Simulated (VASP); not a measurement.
# Ag (Im-3m) in VASP: notebook

Runs on Ag. Level: PBE. Tasks: relaxation of cell and atoms.

All numbers are computed with VASP 6.6.1; they aren't measurements. Logs are shortened: lines on timing, memory, paths and dates and some standing lists are left out, and cuts for length are marked.

## (1) The cell of the first run

The structure is cubic, space group Im-3m (No. 229). The conventional cell has a = 2.758 Å, b = 2.758 Å, c = 2.758 Å, α = 90.00°, β = 90.00°, γ = 90.00°. Ag (site symmetry m-3m) has 14 Ag at 2.39 to 2.76 Å within 3.2 Å.

This isn't the form of Ag at room conditions, which is fcc.

## (2) Relaxation of cell and atoms, PBE, target pressure 220 GPa, at which the enthalpy is minimised

Input file INCAR:

```
  PREC = Accurate
  ENCUT = 600
  EDIFF = 1E-6
  ISMEAR = -1
  SIGMA = 0.1
  LREAL = F
  LASPH = T
  NELM = 100
  ALGO = Normal
  ISIF = 3
  LWAVE = F
  LCHARG = F
  GGA = PE
  IBRION = 2
  NSW = 60
  EDIFFG = -0.005
  PSTRESS = 2200.0
```

Input file KPOINTS:

```
regular mesh
0
Gamma
  19 19 19
```

Input file POSCAR:

```
Ag
1.0
   -1.3791753832      1.3791753832      1.3791753832
    1.3791753832     -1.3791753832      1.3791753832
    1.3791753832      1.3791753832     -1.3791753832
Ag
1
Direct
    0.0000000000      0.0000000000      0.0000000000
```

Potentials or basis: VASP PAW PBE potentials, release 64 (Ag).

On the command line:

```sh
cat potpaw_PBE.64/Ag/POTCAR > POTCAR
mpirun -np 1 vasp_std > vasp.out
```

OUTCAR:

```text
PREC = Accurate
   ENCUT = 600
   EDIFF = 1E-6
   ISMEAR = -1
   LREAL = F
   LASPH = T
   NELM = 100
   ISIF = 3
   GGA = PE
   IBRION = 2
   NSW = 60
   EDIFFG = -0.005
   PSTRESS = 2200.0

 ion  position               nearest neighbor table
   1  0.000  0.000  0.000-

  LATTYP: Found a body centered cubic cell.
 ALAT       =     2.7583507664

  Lattice vectors:

 A1 = (  -1.3791753832,   1.3791753832,   1.3791753832)
 A2 = (   1.3791753832,  -1.3791753832,   1.3791753832)
 A3 = (   1.3791753832,   1.3791753832,  -1.3791753832)

Analysis of symmetry for initial positions (statically):
=====================================================================
 Subroutine PRICEL returns:
 Original cell was already a primitive cell.

 Routine SETGRP: Setting up the symmetry group for a
 body centered cubic supercell.

 Subroutine GETGRP returns: Found 48 space group operations
 (whereof 48 operations were pure point group operations)
 out of a pool of 48 trial point group operations.

The static configuration has the point symmetry O_h .

Analysis of symmetry for dynamics (positions and initial velocities):
=====================================================================
 Subroutine PRICEL returns:
 Original cell was already a primitive cell.

 Routine SETGRP: Setting up the symmetry group for a
 body centered cubic supercell.

 Subroutine GETGRP returns: Found 48 space group operations
 (whereof 48 operations were pure point group operations)
 out of a pool of 48 trial point group operations.

The dynamic configuration has the point symmetry O_h .

 Subroutine INISYM returns: Found 48 space group operations
 (whereof 48 operations are pure point group operations),
 and found     1 'primitive' translations

----------------------------------------------------------------------------------------

                                     Primitive cell

  volume of cell :      10.4935

  direct lattice vectors                    reciprocal lattice vectors
    -1.379175383  1.379175383  1.379175383     0.000000000  0.362535473  0.362535473
     1.379175383 -1.379175383  1.379175383     0.362535473  0.000000000  0.362535473
     1.379175383  1.379175383 -1.379175383     0.362535473  0.362535473  0.000000000

  length of vectors
     2.388801836  2.388801836  2.388801836     0.512702583  0.512702583  0.512702583

  position of ions in fractional coordinates (direct lattice)
     0.000000000  0.000000000  0.000000000

  ion indices of the primitive-cell ions
   primitive index   ion index
                 1           1

----------------------------------------------------------------------------------------

 KPOINTS: regular mesh

Automatic generation of k-mesh.
 Grid dimensions read from file:
 generate k-points for:   19   19   19

 Generating k-lattice:

  Cartesian coordinates                     Fractional coordinates (reciprocal lattice)
     0.000000000  0.019080814  0.019080814     0.052631579  0.000000000  0.000000000
     0.019080814  0.000000000  0.019080814     0.000000000  0.052631579  0.000000000
     0.019080814  0.019080814  0.000000000     0.000000000  0.000000000  0.052631579

  Length of vectors
     0.026984346  0.026984346  0.026984346

  Shift w.r.t. Gamma in fractional coordinates (k-lattice)
     0.000000000  0.000000000  0.000000000

 Subroutine IBZKPT returns following result:
 ===========================================

 Found    220 irreducible k-points:

 Following reciprocal coordinates:
            Coordinates               Weight
  0.000000  0.000000  0.000000      1.000000
  0.052632  0.000000  0.000000     12.000000
  0.105263  0.000000  0.000000     12.000000
  0.157895  0.000000  0.000000     12.000000
  0.210526  0.000000  0.000000     12.000000
  0.263158  0.000000  0.000000     12.000000
[... 16 lines left out ...]
  0.263158  0.105263 -0.000000     48.000000
  0.315789  0.105263 -0.000000     48.000000
 [... further k-points ...]
   k-points           NKPTS =    220   k-points in BZ     NKDIM =    220   number of bands    NBANDS=      9
   number of dos      NEDOS =    301   number of ions     NIONS =      1
   total plane-waves  NPLWV =   8000
   dimension x,y,z NGX =    20 NGY =   20 NGZ =   20
   dimension x,y,z NGXF=    40 NGYF=   40 NGZF=   40
   ions per type =               1
   NGX,Y,Z   is equivalent  to a cutoff of  13.92, 13.92, 13.92 a.u.
   NGXF,Y,Z  is equivalent  to a cutoff of  27.84, 27.84, 27.84 a.u.
 SYSTEM =  unknown system
   PREC   = accura    normal or accurate (medium, high low for compatibility)
   ISTART =      0    job   : 0-new  1-cont  2-samecut
   ICHARG =      2    charge: 1-file 2-atom 10-const
   ISPIN  =      1    spin polarized calculation?
   LNONCOLLINEAR =      F non collinear calculations
   LSORBIT =      F    spin-orbit coupling
   LASPH  =      T    aspherical Exc in radial PAW
   ENCUT  =  600.0 eV  44.10 Ry    6.64 a.u.   4.77  4.77  4.77*2*pi/ulx,y,z
   NELM   =    100;   NELMIN=  2; NELMDL= -5     # of ELM steps
   EDIFF  = 0.1E-05   stopping-criterion for ELM
   LREAL  =      F    real-space projection
   EDIFFG = -.5E-02   stopping-criterion for IOM
   NSW    =     60    number of steps for IOM
   IBRION =      2    ionic relax: 0-MD 1-quasi-New 2-CG
   NFREE  =      1    steps in history (QN), initial steepest desc. (CG)
   ISIF   =      3    stress and relaxation
   ISYM   =      2    0-nonsym 1-usesym 2-fastsym
   POTIM  = 0.5000    time-step for ionic-motion
   TEBEG  =    0.0;   TEEND  =   0.0 temperature during run
   PSTRESS= 2200.0 pullay stress
   NELECT =      11.0000    total number of electrons
   NUPDOWN=      -1.0000    fix difference up-down
   EMIN   =  10.00;   EMAX   =-10.00  energy-range for DOS
   EFERMI =   0.00;   METHOD = LEGACY
   ISMEAR =    -1;   SIGMA  =   0.10  broadening in eV -4-tet -1-fermi 0-gaus
   EFERMI_NEDOS =   21; number of points for ismear=-14 and -15
   IALGO  =     38    algorithm
   IMIX   =      4    mixing-type and parameters
     AMIX     =   0.40;   BMIX     =  1.00
     AMIX_MAG =   1.60;   BMIX_MAG =  1.00
  volume/ion in A,a.u.               =      10.49        70.81
  Fermi-wavevector in a.u.,A,eV,Ry     =   1.663028  3.142667 37.629118  2.765662
  Thomas-Fermi vector in A             =   2.749816
   LORBIT       =      0    0 simple, 1 ext, 2 COOP (PROOUT), +10 PAW based schemes
   GGA     = PE    functional components
   LHFCALC =     F    Hartree Fock is set to
   AEXX    =    0.0000 exact exchange contribution
   IVDW    =     0    specifies the selected vdW correction
   LEPSILON=     F    determine dielectric tensor
   LRPA    =     F    only Hartree local field effects (RPA)
 conjugate gradient relaxation of ions
 non-spin polarized calculation
  energy-cutoff  :      600.00
  volume of cell :       10.49
 maximum number of plane-waves:       370
   NGX =  9   NGY =  9   NGZ =  9

--------------------------------------- Ionic step        1  -------------------------------------------

 number of electron      11.0000002 magnetization

 Free energy of the ion-electron system (eV)
  ---------------------------------------------------
  ext. energy  EPLUGINS =         0.00000000
  ---------------------------------------------------
  free energy    TOTEN  =         0.14274379 eV

  energy without entropy =        0.14919850  energy(sigma->0) =        0.14597115

------------------------ aborting loop because EDIFF is reached ----------------------------------------

  FORCE on cell =-STRESS in cart. coord.  units (eV):
  Direction    XX          YY          ZZ          XY          YZ          ZX
  --------------------------------------------------------------------------------------
  -------------------------------------------------------------------------------------
  Total       14.1462179     14.1462179     14.1462179     -0.0000000     -0.0000000      0.0000000
  in kB     2159.8940250   2159.8940250   2159.8940250     -0.0000000     -0.0000000      0.0000000
  external PRESSURE =     -40.1059750 kB  Pullay stress =    2200.0000000 kB
[... 59 lines left out ...]
  enthalpy is  TOTEN    =        14.5903039945 eV   P V=       13.8680316803

--------------------------------------- Ionic step        3  -------------------------------------------

 number of electron      11.0000002 magnetization

 Free energy of the ion-electron system (eV)
  ---------------------------------------------------
  ext. energy  EPLUGINS =         0.00000000
  ---------------------------------------------------
  free energy    TOTEN  =         0.19913320 eV

  energy without entropy =        0.20558512  energy(sigma->0) =        0.20235916

 E-fermi :  17.9025     XC(G=0): -15.3856

 val. band max:       17.8475553521   @ k =  -0.3684   0.4737   0.0526
 cond. band min:      17.9822147711   @ k =  -0.4737   0.4737   0.1053
 fundamental gap:      0.1346594190
 Fermi energy:        17.9025097276

 k-point     1 :       0.0000    0.0000    0.0000
  band No.  band energies     occupation
      1       5.3637      2.00000
      2       9.8444      2.00000
      3       9.8444      2.00000
      4       9.8444      2.00000
      5      12.7339      2.00000
      6      12.7339      2.00000
      7      36.1678      0.00000
      8      36.1678      0.00000
      9      36.1678      0.00000
[... 265 lines left out ...]
 k-point    24 :       0.3158    0.1053   -0.0000
  band No.  band energies     occupation
      1       7.2729      2.00000
      2       8.4114      2.00000
      3      11.6272      2.00000
      4      12.4800      2.00000
      5      13.3760      2.00000
      6      15.8085      2.00000
      7      29.1984      0.00000
      8      32.7240      0.00000
      9      37.5928      0.00000

 [... further k-points ...]

------------------------ aborting loop because EDIFF is reached ----------------------------------------

  FORCE on cell =-STRESS in cart. coord.  units (eV):
  Direction    XX          YY          ZZ          XY          YZ          ZX
  --------------------------------------------------------------------------------------
  -------------------------------------------------------------------------------------
  Total       14.3484136     14.3484136     14.3484136     -0.0000000     -0.0000000      0.0000000
  in kB     2199.4552210   2199.4552210   2199.4552210     -0.0000000     -0.0000000      0.0000000
  external PRESSURE =      -0.5447790 kB  Pullay stress =    2200.0000000 kB
[... 16 lines left out ...]
  FREE ENERGIE OF THE ION-ELECTRON SYSTEM (eV)
  ---------------------------------------------------
  free  energy   TOTEN  =         0.1991331983 eV

  energy  without entropy=        0.2055851177  energy(sigma->0) =        0.20235916

  enthalpy is  TOTEN    =        14.5511006909 eV   P V=       14.3519674926

 reached required accuracy - stopping structural energy minimisation
```

Run time: 18 s. Hardware: 1 thread of Intel Xeon 6975P-C (Granite Rapids), shared host; peak memory 0.15 GiB.

What came out:

- Free energy: 0.1991 eV
- Relaxed volume: 10.45 Å³/atom
- Relaxed cell: a = 2.386 Å, b = 2.386 Å, c = 2.386 Å, α = 109.47°, β = 109.47°, γ = 109.47°
- Space group after relaxing (to 0.1 Å): Im-3m (No. 229)
- Energy change on relaxing (the run minimises the enthalpy): +56.4 meV/atom
- Ionic steps: 3
- Pressure after relaxing: 219.9 GPa
- Band gap on the k mesh: zero (an odd number of electrons rules out a gap without spin polarisation)

The path:
| step | energy change (eV) | largest force (eV/Å) | pressure (GPa) | volume (Å³) |
| --- | --- | --- | --- | --- |
| 1 | 0.0000 | 0.0000 | 215.99 | 10.49 |
| 2 | 0.5795 | 0.0000 | 256.77 | 10.10 |
| 3 | 0.0564 | 0.0000 | 219.95 | 10.45 |

Final structure:
```
Ag
1.0
    -1.37736    1.37736    1.37736
     1.37736   -1.37736    1.37736
     1.37736    1.37736   -1.37736
Ag
1
Direct
  0.00000 0.00000 0.00000
```

Caveat: the cell is relaxed towards a set pressure, so the run minimises the enthalpy, not the energy.

## (3) Relaxation of cell and atoms, PBE, target pressure 220 GPa, at which the enthalpy is minimised

This run uses another cell than the first one, of 10.46 Å³/atom.

Input file INCAR:

```
PREC = Accurate ; ENCUT = 600
EDIFF = 1E-6 ; ISMEAR = -1
SIGMA = 0.1 ; LREAL = False
LASPH = True ; NELM = 100
ALGO = Normal ; ISIF = 3
LWAVE = False ; LCHARG = False
GGA = PE ; IBRION = 2
NSW = 32 ; EDIFFG = -0.005
PSTRESS = 2200.0
```

Input file KPOINTS:

```
Automatic mesh
0
Gamma
  19 19 19
```

Input file POSCAR:

```
Ag
1.0
   -1.3778739270      1.3778739270      1.3778739270
    1.3778739270     -1.3778739270      1.3778739270
    1.3778739270      1.3778739270     -1.3778739270
Ag
1
Direct
    0.0000000000      0.0000000000      0.0000000000
```

Potentials or basis: VASP PAW PBE potentials, release 64 (Ag).

On the command line:

```sh
cat potpaw_PBE.64/Ag/POTCAR > POTCAR
mpirun -np 1 vasp_std > vasp.out
```

It took 17 s on 1 thread of Intel Xeon 6975P-C (Granite Rapids), shared host; peak memory 0.15 GiB.

It converged, with:

```yaml
Free_energy: 0.1985 eV
Relaxed_volume: 10.45 Å³/atom
Relaxed_cell: a = 2.386 Å, b = 2.386 Å, c = 2.386 Å, α = 109.47°, β = 109.47°, γ = 109.47°
Space_group_after_relaxing_to_0.1_Å: Im-3m (No. 229)
Energy_change_on_relaxing_the_run_minimises_the_enthalpy: +15.4 meV/atom
Ionic_steps: 4
Pressure_after_relaxing: 220.0 GPa
Band_gap_on_the_k_mesh: zero (an odd number of electrons rules out a gap without spin polarisation)
```

Step by step:
```
step  energy change (eV)  largest force (eV/Å)  pressure (GPa)  volume (Å³)
   1              0.0000                0.0000          218.81        10.46
   2              0.1644                0.0000          230.23        10.35
   3              0.0168                0.0000          220.11        10.45
   4              0.0154                0.0000          219.97        10.45
```

Final structure:
```xyz
1
Lattice="-1.3774 1.3774 1.3774 1.3774 -1.3774 1.3774 1.3774 1.3774 -1.3774" Properties=species:S:1:pos:R:3 pbc="T T T"
Ag    0.0000    0.0000    0.0000
```

Levels at points of the mesh, in eV from the Fermi level:
```
           k point  band 3  band 4  band 5  band 6  band 7  band 8  band 9
(0.00, 0.00, 0.00)   -8.06   -8.06   -5.17   -5.17   18.27   18.27   18.27
```

Caveat: the cell is relaxed towards a set pressure, so the run minimises the enthalpy, not the energy.

The gap in the log of VASP goes by the Fermi energy; the results here count the filled bands.